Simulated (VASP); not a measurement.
Set up this calculation in VASP 6.6.1, as the native input.

- Task: single point
- Functional: PBEsol
- Potentials or basis: VASP PAW PBE potentials, release 64 (Pt)
- Cutoff: 500 eV
- k mesh: 8 × 8 × 8
- Occupations: gaussian, width 0.1 eV
- Spin: no spin polarisation
- Dipole correction: no
- Further INCAR settings: ALGO = Normal; EDIFF = 1e-06; NBANDS = 11

The structure of Pt lies in POSCAR:

```
Pt
1.0
   -1.6210733939      1.6210733939      1.6210733939
    1.6210733939     -1.6210733939      1.6210733939
    1.6210733939      1.6210733939     -1.6210733939
Pt
1
Direct
    0.0000000000      0.0000000000      0.0000000000
```

This isn't the form of Pt at room conditions, which is fcc.

One way to write it, as run:

INCAR

```
ALGO = Normal ; EDIFF = 1E-6
ENCUT = 500 ; GGA = PS
GGA_COMPAT = F ; ISIF = 2
ISMEAR = 0 ; LASPH = T
LCHARG = F ; LREAL = F
LWAVE = F ; NBANDS = 11
NELM = 120 ; PREC = Accurate
SIGMA = 0.1
```

KPOINTS

```
k-points
0
Gamma
  8 8 8
```

Potentials or basis: VASP PAW PBE potentials, release 64 (Pt).

Run with:

```sh
$ cat potpaw_PBE.64/Pt/POTCAR > POTCAR
$ mpirun -np 1 vasp_std > vasp.out
```

Results of the run:

The pressure is -22.2 GPa. The band gap on the k mesh is zero (bands 5 and 6 overlap by 1.70 eV).

Caveat: the cell stands under tension; the PAW data sets were made with another functional, which shifts forces and pressure a little; spin-orbit coupling is left out, which moves the levels of the heavy elements.

Run time: 4.4 s on 1 thread of AMD EPYC 7R43 64-Core Processor (Zen 3) (shared host), peak memory 0.09 GiB.
